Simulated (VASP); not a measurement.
Br: single point with PBE

Crystal: Br.

```
Br
1.0
     3.41384    0.00000    0.00000
    -1.70692    2.95648    0.00000
     0.00000    0.00000    3.18981
Br
1
Direct
  0.00000 0.00000 0.00000
```

```json
{
  "Program": "VASP 6.6.1",
  "Task": "single point",
  "Functional": "PBE",
  "Potentials or basis": "VASP PAW PBE potentials, release 64 (Br)",
  "Cutoff": "520 eV",
  "k mesh": "6 × 6 × 6",
  "Occupations": "gaussian, width 0.1 eV",
  "Spin": "no spin polarisation"
}
```

The pressure is -2.9 GPa. The band gap on the k mesh is zero (an odd number of electrons rules out a gap without spin polarisation).

Stress tensor (GPa, compression positive):
```
-2.24  0.00  0.00
 0.00 -2.24  0.00
 0.00  0.00 -4.33
```

Levels at points of the mesh, in eV from the Fermi level:
```csv
k point,band 1,band 2,band 3,band 4,band 5,band 6,band 7
"(0.00, 0.00, 0.00)",-14.56,0.37,0.37,0.38,6.85,9.68,12.38
"(0.50, 0.00, 0.00)",-13.74,-3.59,-0.55,0.99,7.86,11.07,13.16
"(0.00, 0.00, 0.50)",-13.84,-3.77,0.86,0.86,9.96,11.97,13.81
"(0.50, 0.00, 0.50)",-13.07,-2.69,-2.68,0.04,6.58,9.83,12.45
```

It took 7.5 s on 1 thread of Oxide Virtual Turin-like Processor, on a shared host, peak memory 0.11 GiB.

Caveat: an odd number of electrons without spin polarisation forces a metal; a magnetic or distorted state may lie lower.
